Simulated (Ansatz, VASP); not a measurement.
**AlPt in VASP and in Ansatz**

```xyz
8
Lattice="4.8789 0.0000 0.0000 0.0000 4.8789 0.0000 0.0000 0.0000 4.8789" Properties=species:S:1:pos:R:3 pbc="T T T"
Al    4.1180    4.1180    4.1180
Al    3.2004    0.7610    1.6785
Al    1.6785    3.2004    0.7610
Al    0.7610    1.6785    3.2004
Pt    0.7565    0.7565    0.7565
Pt    1.6829    4.1224    3.1960
Pt    3.1960    1.6829    4.1224
Pt    4.1224    3.1960    1.6829
```

Alike in both runs: task single point; functional PBEsol; k mesh 6 × 6 × 6; occupations gaussian, width 0.1 eV; no spin polarisation.

|  | VASP | Ansatz |
| --- | --- | --- |
| version | VASP 6.6.1 | Ansatz 0.2.0 |
| potentials or method | VASP PAW PBE potentials, release 64 (Al, Pt), cutoff 520 eV | plane waves, PAW |
| valence electrons in the cell | 52 | 84 |

|  | VASP | Ansatz | Ansatz less VASP |
| --- | --- | --- | --- |
| pressure (GPa) | -1.3 | -1.3 | +0.09 |

VASP's potentials were made for PBE, not for PBEsol. With one functional, cell and mesh, what is left measures potentials, basis and numerics. VASP's potentials hold 52 valence electrons a cell and Ansatz's 84, so a difference there can come from the potentials and not from the codes.

Spin-orbit coupling is off throughout.
